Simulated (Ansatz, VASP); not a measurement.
# Ni: VASP beside Ansatz

```
Ni
1.0
     2.48804    0.00000    0.00000
    -1.24402    2.15470    0.00000
     0.00000    0.00000   26.15740
Ni
6
Direct
  0.16667 0.33333 0.30584
  0.50000 0.00000 0.38350
  0.83333 0.66667 0.46117
  0.16667 0.33333 0.53883
  0.50000 0.00000 0.61650
  0.83333 0.66667 0.69416
```

Alike in both runs: task single point; functional PBE; k mesh 19 × 19 × 1; occupations fermi-dirac, width 0.05 eV; collinear spin.

```csv
,VASP,Ansatz
version,VASP 6.6.1,Ansatz 0.2.0
potentials or method,"VASP PAW PBE potentials, release 64 (Ni)","PAW with Ansatz's default frozen-core files, scalar-relativistic"
plane-wave cutoff (eV),520,420
valence electrons in the cell,60,108
```

|  | VASP | Ansatz | Ansatz less VASP |
| --- | --- | --- | --- |
| rms of the force components (eV/Å) | 0.066 | 0.066 | +0.0004 |
| net moment per atom (μB) | 0.65 | 0.66 | +0.016 |
| size of the moment on the site where the two differ most (μB) | 0.67 | 0.72 | +0.046 |

Site moments also hang on the region over which each program counts them. Atom by atom the forces differ by 0.001 eV/Å (rms over components). VASP's potentials hold 60 valence electrons a cell and Ansatz's 108, so a difference there can come from the potentials and not from the codes.
